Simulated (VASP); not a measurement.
A run of VASP 6.6.1 is set up as follows.

The input INCAR:

```
ALGO = Normal
EDIFF = 1E-6
ENCUT = 520
GGA = PE
ISIF = 2
ISMEAR = -1
LASPH = T
LCHARG = F
LREAL = F
LWAVE = F
NBANDS = 24
NELM = 80
PREC = Accurate
SIGMA = 0.02
```

The input KPOINTS:

```
k-points
0
Gamma
  6 6 4
```

The input POSCAR:

```
KCl
1.0
    5.3918696825      0.0000000000      0.0000000000
   -2.6959348412      4.6694961189      0.0000000000
    0.0000000000      0.0000000000      6.3213220657
K Cl
2 2
Direct
    0.3333333333      0.6666666667     -0.0624984490
    0.6666666667      0.3333333333      0.4375015510
    0.3333333333      0.6666666667      0.4374984490
    0.6666666667      0.3333333333      0.9374984490
```

Potentials or basis: VASP PAW PBE potentials, release 64 (K_sv, Cl).

Command:

```bash
$ cat potpaw_PBE.64/K_sv/POTCAR potpaw_PBE.64/Cl/POTCAR > POTCAR
$ mpirun -np 1 vasp_std > vasp.out
```

Q: Estimate the pressure.

A: 0.0 GPa.

Q: What does it give for the band gap on the k mesh?

A: 4.71 eV.

Caveat: the structure was generated, so it needn't be the stable form of KCl. A k mesh can miss the band edges.
